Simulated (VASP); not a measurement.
# Ga5P4 in VASP: a series of runs

The runs below take Ga5P4 through single point, with PBE.

Everything below comes from runs of VASP 6.6.1. Logs are shortened: lines on timing, memory, paths and dates and some standing lists are left out, and cuts for length are marked.

## (1) The cell of the first run

The cell holds a slab with vacuum, 9 atoms: a = 3.893 Å, b = 3.893 Å, c = 26.010 Å, α = 90.00°, β = 90.00°, γ = 90.00°.

## (2) Single point, PBE

Input file INCAR:

```
PREC = Accurate
ENCUT = 520
EDIFF = 1E-6
ISMEAR = 0
SIGMA = 0.05
LREAL = F
LASPH = T
NELM = 60
ALGO = Normal
ISIF = 2
LWAVE = F
LCHARG = F
LDIPOL = T
IDIPOL = 3
DIPOL = 0.5 0.5 0.500
GGA = PE
NBANDS = 52
```

Input file KPOINTS:

```
regular mesh
0
Gamma
  7 7 1
```

Input file POSCAR:

```
Ga5P4
1.0
    3.8926748890      0.0000000000      0.0000000000
    0.0000000000      3.8926748890      0.0000000000
    0.0000000000      0.0000000000     26.0101472439
Ga P
5 4
Direct
    0.5000000000      0.5000000000      0.2883490020
    0.0000000000      0.0000000000      0.3941745010
    0.5000000000      0.5000000000      0.5000000000
    0.0000000000      0.0000000000      0.6058254990
    0.5000000000      0.5000000000      0.7116509980
    0.5000000000      0.0000000000      0.3412617515
    0.0000000000      0.5000000000      0.4470872505
    0.5000000000      0.0000000000      0.5529127495
    0.0000000000      0.5000000000      0.6587382485
```

Potentials or basis: VASP PAW PBE potentials, release 64 (Ga_d, P).

The run is started by

```
cat potpaw_PBE.64/Ga_d/POTCAR potpaw_PBE.64/P/POTCAR > POTCAR
mpirun -np 1 vasp_std > vasp.out
```

OUTCAR:

```text
PREC = Accurate
   ENCUT = 520
   EDIFF = 1E-6
   ISMEAR = 0
   LREAL = F
   LASPH = T
   NELM = 60
   ISIF = 2
   GGA = PE

 ion  position               nearest neighbor table
   1  0.500  0.500  0.288-   6 2.38   6 2.38
   2  0.000  0.000  0.394-   7 2.38   7 2.38   6 2.38   6 2.38
   3  0.500  0.500  0.500-   7 2.38   8 2.38   8 2.38   7 2.38
   4  0.000  0.000  0.606-   8 2.38   8 2.38   9 2.38   9 2.38
   5  0.500  0.500  0.712-   9 2.38   9 2.38
   6  0.500  0.000  0.341-   1 2.38   2 2.38   1 2.38   2 2.38
   7  0.000  0.500  0.447-   2 2.38   2 2.38   3 2.38   3 2.38
   8  0.500  0.000  0.553-   4 2.38   4 2.38   3 2.38   3 2.38
   9  0.000  0.500  0.659-   4 2.38   5 2.38   4 2.38   5 2.38

  LATTYP: Found a simple tetragonal cell.
 ALAT       =     3.8926748890
 C/A-ratio  =     6.6818185401

  Lattice vectors:

 A1 = (   3.8926748890,   0.0000000000,   0.0000000000)
 A2 = (   0.0000000000,   3.8926748890,   0.0000000000)
 A3 = (   0.0000000000,   0.0000000000,  26.0101472439)

Analysis of symmetry for initial positions (statically):
=====================================================================
 Subroutine PRICEL returns:
 Original cell was already a primitive cell.

 Routine SETGRP: Setting up the symmetry group for a
 simple tetragonal supercell.

 Subroutine GETGRP returns: Found  8 space group operations
 (whereof  8 operations were pure point group operations)
 out of a pool of 16 trial point group operations.

The static configuration has the point symmetry D_2d.

Analysis of symmetry for dynamics (positions and initial velocities):
=====================================================================
 Subroutine PRICEL returns:
 Original cell was already a primitive cell.

 Routine SETGRP: Setting up the symmetry group for a
 simple tetragonal supercell.

 Subroutine GETGRP returns: Found  8 space group operations
 (whereof  8 operations were pure point group operations)
 out of a pool of 16 trial point group operations.

The dynamic configuration has the point symmetry D_2d.

 Subroutine INISYM returns: Found  8 space group operations
 (whereof  8 operations are pure point group operations),
 and found     1 'primitive' translations

----------------------------------------------------------------------------------------

                                     Primitive cell

  volume of cell :     394.1296

  direct lattice vectors                    reciprocal lattice vectors
     3.892674889  0.000000000  0.000000000     0.256892761  0.000000000  0.000000000
     0.000000000  3.892674889  0.000000000     0.000000000  0.256892761  0.000000000
     0.000000000  0.000000000 26.010147244     0.000000000  0.000000000  0.038446534

  length of vectors
     3.892674889  3.892674889 26.010147244     0.256892761  0.256892761  0.038446534

  position of ions in fractional coordinates (direct lattice)
     0.500000000  0.500000000  0.288349002
     0.000000000  0.000000000  0.394174501
     0.500000000  0.500000000  0.500000000
     0.000000000  0.000000000  0.605825499
     0.500000000  0.500000000  0.711650998
     0.500000000  0.000000000  0.341261751
     0.000000000  0.500000000  0.447087250
     0.500000000  0.000000000  0.552912750
     0.000000000  0.500000000  0.658738249

  ion indices of the primitive-cell ions
   primitive index   ion index
                 1           1
                 2           2
                 3           3
                 4           4
                 5           5
                 6           6
                 7           7
                 8           8
                 9           9

----------------------------------------------------------------------------------------

 KPOINTS: regular mesh

Automatic generation of k-mesh.
 Grid dimensions read from file:
 generate k-points for:    7    7    1

 Generating k-lattice:

  Cartesian coordinates                     Fractional coordinates (reciprocal lattice)
     0.036698966  0.000000000  0.000000000     0.142857143  0.000000000  0.000000000
     0.000000000  0.036698966  0.000000000     0.000000000  0.142857143  0.000000000
     0.000000000  0.000000000  0.038446534     0.000000000  0.000000000  1.000000000

  Length of vectors
     0.036698966  0.036698966  0.038446534

  Shift w.r.t. Gamma in fractional coordinates (k-lattice)
     0.000000000  0.000000000  0.000000000

 Subroutine IBZKPT returns following result:
 ===========================================

 Found     10 irreducible k-points:

 Following reciprocal coordinates:
            Coordinates               Weight
  0.000000  0.000000  0.000000      1.000000
  0.142857  0.000000  0.000000      4.000000
  0.285714  0.000000  0.000000      4.000000
  0.428571  0.000000  0.000000      4.000000
  0.142857  0.142857  0.000000      4.000000
  0.285714  0.142857  0.000000      8.000000
  0.428571  0.142857  0.000000      8.000000
  0.285714  0.285714  0.000000      4.000000
  0.428571  0.285714  0.000000      8.000000
  0.428571  0.428571  0.000000      4.000000
   k-points           NKPTS =     10   k-points in BZ     NKDIM =     10   number of bands    NBANDS=     52
   number of dos      NEDOS =    301   number of ions     NIONS =      9
   total plane-waves  NPLWV = 176400
   dimension x,y,z NGX =    30 NGY =   30 NGZ =  196
   dimension x,y,z NGXF=    60 NGYF=   60 NGZF=  392
   ions per type =               5   4
   NGX,Y,Z   is equivalent  to a cutoff of  12.81, 12.81, 12.53 a.u.
   NGXF,Y,Z  is equivalent  to a cutoff of  25.62, 25.62, 25.05 a.u.
 SYSTEM =  unknown system
   PREC   = accura    normal or accurate (medium, high low for compatibility)
   ISTART =      0    job   : 0-new  1-cont  2-samecut
   ICHARG =      2    charge: 1-file 2-atom 10-const
   ISPIN  =      1    spin polarized calculation?
   LNONCOLLINEAR =      F non collinear calculations
   LSORBIT =      F    spin-orbit coupling
   LASPH  =      T    aspherical Exc in radial PAW
   ENCUT  =  520.0 eV  38.22 Ry    6.18 a.u.   7.24  7.24 48.36*2*pi/ulx,y,z
   NELM   =     60;   NELMIN=  2; NELMDL= -5     # of ELM steps
   EDIFF  = 0.1E-05   stopping-criterion for ELM
   LREAL  =      F    real-space projection
   EDIFFG = 0.1E-04   stopping-criterion for IOM
   NSW    =      0    number of steps for IOM
   IBRION =     -1    ionic relax: 0-MD 1-quasi-New 2-CG
   NFREE  =      0    steps in history (QN), initial steepest desc. (CG)
   ISIF   =      2    stress and relaxation
   ISYM   =      2    0-nonsym 1-usesym 2-fastsym
   POTIM  = 0.5000    time-step for ionic-motion
   TEBEG  =    0.0;   TEEND  =   0.0 temperature during run
   PSTRESS=    0.0 pullay stress
   NELECT =      85.0000    total number of electrons
   NUPDOWN=      -1.0000    fix difference up-down
   EMIN   =  10.00;   EMAX   =-10.00  energy-range for DOS
   EFERMI =   0.00;   METHOD = LEGACY
   ISMEAR =     0;   SIGMA  =   0.05  broadening in eV -4-tet -1-fermi 0-gaus
   EFERMI_NEDOS =   21; number of points for ismear=-14 and -15
   IALGO  =     38    algorithm
   IMIX   =      4    mixing-type and parameters
     AMIX     =   0.40;   BMIX     =  1.00
     AMIX_MAG =   1.60;   BMIX_MAG =  1.00
  volume/ion in A,a.u.               =      43.79       295.52
  Fermi-wavevector in a.u.,A,eV,Ry     =   0.981751  1.855241 13.113777  0.963835
  Thomas-Fermi vector in A             =   2.112782
   LORBIT       =      0    0 simple, 1 ext, 2 COOP (PROOUT), +10 PAW based schemes
   GGA     = PE    functional components
   LHFCALC =     F    Hartree Fock is set to
   AEXX    =    0.0000 exact exchange contribution
   IVDW    =     0    specifies the selected vdW correction
   LEPSILON=     F    determine dielectric tensor
   LRPA    =     F    only Hartree local field effects (RPA)
 non-spin polarized calculation
 Gauss-broadening in eV      SIGMA  =   0.05
  energy-cutoff  :      520.00
  volume of cell :      394.13
 maximum number of plane-waves:     10642
 NGX is ok and might be reduce to    30
   NGX = 15   NGY = 15   NGZ = 97

 dipolmoment           0.000000      0.000000     -0.000000 electrons x Angstroem

 number of electron      84.9999972 magnetization

 dipolmoment           0.000000      0.000000      0.000000 electrons x Angstroem

 Free energy of the ion-electron system (eV)
  ---------------------------------------------------
  ext. energy  EPLUGINS =         0.00000000
  ---------------------------------------------------
  free energy    TOTEN  =       -36.43166600 eV

  energy without entropy =      -36.41958459  energy(sigma->0) =      -36.42562529

 E-fermi :  -0.1978     XC(G=0):  -5.3669

 val. band max:       -0.2059715940   @ k =   0.2857   0.1429   0.0000
 cond. band min:      -0.1913947711   @ k =   0.4286   0.2857   0.0000
 fundamental gap:      0.0145768229
 Fermi energy:        -0.1977622208

 k-point     1 :       0.0000    0.0000    0.0000
  band No.  band energies     occupation
      1     -15.3048      2.00000
      2     -15.2838      2.00000
      3     -15.2245      2.00000
      4     -15.2132      2.00000
      5     -15.2132      2.00000
      6     -15.2033      2.00000
[... 44 lines left out ...]
     51       2.7623      0.00000
     52       3.2439      0.00000

 k-point     2 :       0.1429    0.0000    0.0000
  band No.  band energies     occupation
      1     -15.3001      2.00000
      2     -15.2811      2.00000
      3     -15.2312      2.00000
      4     -15.2204      2.00000
      5     -15.2117      2.00000
      6     -15.2032      2.00000
[... 44 lines left out ...]
     51       3.1834      0.00000
     52       3.3463      0.00000
[... 383 lines left out ...]
     51       4.1556      0.00000
     52       4.2147      0.00000

 k-point    10 :       0.4286    0.4286    0.0000
  band No.  band energies     occupation
      1     -15.3086      2.00000
      2     -15.3079      2.00000
      3     -15.2722      2.00000
      4     -15.2716      2.00000
      5     -15.1716      2.00000
      6     -15.1695      2.00000
[... 44 lines left out ...]
     51       3.9734      0.00000
     52       4.0142      0.00000

------------------------ aborting loop because EDIFF is reached ----------------------------------------

 vacuum level on the upper side and lower side of the slab       (xc-potential included)        -0.131        -0.131

  FORCE on cell =-STRESS in cart. coord.  units (eV):
  Direction    XX          YY          ZZ          XY          YZ          ZX
  --------------------------------------------------------------------------------------
  -------------------------------------------------------------------------------------
  Total        0.8963591      0.8963591      2.4304324      0.0000000      0.0000000      0.0000000
  in kB        3.6437916      3.6437916      9.8799568      0.0000000      0.0000000      0.0000000
  external PRESSURE =       5.7225134 kB  Pullay stress =       0.0000000 kB

 VOLUME and BASIS-vectors are now :
 -----------------------------------------------------------------------------
  energy-cutoff  :      520.00
  volume of cell :      394.13
      direct lattice vectors                 reciprocal lattice vectors
     3.892674889  0.000000000  0.000000000     0.256892761  0.000000000  0.000000000
     0.000000000  3.892674889  0.000000000     0.000000000  0.256892761  0.000000000
     0.000000000  0.000000000 26.010147244     0.000000000  0.000000000  0.038446534

 POSITION                                       TOTAL-FORCE (eV/Angst)
 -----------------------------------------------------------------------------------
      1.94634      1.94634      7.50000        -0.000000      0.000000     -0.735299
      0.00000      0.00000     10.25254        -0.000000      0.000000      0.135469
      1.94634      1.94634     13.00507        -0.000000     -0.000000      0.000000
      0.00000      0.00000     15.75761         0.000000      0.000000     -0.135469
      1.94634      1.94634     18.51015        -0.000000      0.000000      0.735299
      1.94634      0.00000      8.87627        -0.000000      0.000000      0.602194
      0.00000      1.94634     11.62881        -0.000000      0.000000     -0.025334
      1.94634      0.00000     14.38134        -0.000000      0.000000      0.025334
      0.00000      1.94634     17.13388        -0.000000      0.000000     -0.602194
 -----------------------------------------------------------------------------------
    total drift:                                0.000000     -0.000000      0.000000

  FREE ENERGIE OF THE ION-ELECTRON SYSTEM (eV)
  ---------------------------------------------------
  free  energy   TOTEN  =       -36.4316660017 eV

  energy  without entropy=      -36.4195845872  energy(sigma->0) =      -36.42562529

 vacuum level on the upper side and lower side of the slab         4.575         4.575
```

Wall time 9.6 min (1 thread of AMD EPYC 7R13, shared host); peak memory 0.47 GiB.

What came out:

```yaml
Free_energy: -36.4317 eV
Largest_force: 0.735 eV/Å
Band_gap_on_the_k_mesh: zero (an odd number of electrons rules out a gap without spin polarisation)
```

Forces on the atoms (eV/Å):
```
Ga   0.000  0.000 -0.735
Ga   0.000  0.000  0.135
Ga   0.000  0.000  0.000
Ga   0.000  0.000 -0.135
Ga   0.000  0.000  0.735
P    0.000  0.000  0.602
P    0.000  0.000 -0.025
P    0.000  0.000  0.025
P    0.000  0.000 -0.602
```

Levels at points of the mesh, in eV from the Fermi level:
```
           k point  band 40  band 41  band 42  band 43  band 44  band 45
(0.00, 0.00, 0.00)    -0.88    -0.88    -0.73     0.21     1.34     1.35
```

## (3) Single point, PBE

Input file INCAR:

```
SYSTEM = Ga5P4
PREC     = Accurate       ! precision mode
ENCUT    = 520            ! plane-wave cutoff, eV
EDIFF    = 1E-6           ! SCF threshold, eV
ISMEAR   = 0              ! smearing method
SIGMA    = 0.05           ! smearing width, eV
LREAL    = .False.        ! projectors in reciprocal space
LASPH    = .True.         ! aspherical terms in the spheres
NELM     = 60             ! most SCF steps
ALGO     = Normal         ! electronic algorithm
ISIF     = 2              ! what is computed and relaxed
LWAVE    = .False.        ! write WAVECAR
LCHARG   = .False.        ! write CHGCAR
LDIPOL   = .True.       
IDIPOL   = 3            
DIPOL    = 0.5 0.5 0.500
GGA      = PE             ! functional
NBANDS   = 52             ! bands
```

Input file KPOINTS:

```
regular mesh
0
Gamma
  7 7 1
  0 0 0
```

Input file POSCAR:

```
Ga5P4
1.0
    3.8926748890      0.0000000000      0.0000000000
    0.0000000000      3.8926748890      0.0000000000
    0.0000000000      0.0000000000     26.0101472439
Ga P
5 4
Direct
    0.5000000000      0.5000000000      0.2830906412
    0.0000000000      0.0000000000      0.3940247827
    0.5000000000      0.5000000000      0.4999999991
    0.0000000000      0.0000000000      0.6059752136
    0.5000000000      0.5000000000      0.7169093451
    0.5000000000      0.0000000000      0.3410482634
    0.0000000000      0.5000000000      0.4470053971
    0.5000000000      0.0000000000      0.5529946092
    0.0000000000      0.5000000000      0.6589517485
```

Potentials or basis: VASP PAW PBE potentials, release 64 (Ga_d, P).

The run is started by

```
cat potpaw_PBE.64/Ga_d/POTCAR potpaw_PBE.64/P/POTCAR > POTCAR
mpirun -np 1 vasp_std > vasp.out
```

It took 7.9 min on 1 thread of AMD EPYC 7R13, shared host; peak memory 0.47 GiB.

The run converged. Its results:

* Free energy: -36.5281 eV
* Largest force: 0.011 eV/Å
* Band gap on the k mesh: zero (an odd number of electrons rules out a gap without spin polarisation)

Forces on the atoms (eV/Å):
```
Ga   0.000  0.000 -0.010
Ga   0.000  0.000 -0.001
Ga   0.000  0.000  0.000
Ga   0.000  0.000  0.001
Ga   0.000  0.000  0.010
P    0.000  0.000  0.011
P    0.000  0.000  0.001
P    0.000  0.000 -0.001
P    0.000  0.000 -0.011
```

Levels at points of the mesh, in eV from the Fermi level:
```csv
k point,band 40,band 41,band 42,band 43,band 44,band 45
"(0.00, 0.00, 0.00)",-0.72,-0.51,-0.51,0.24,1.63,1.68
```
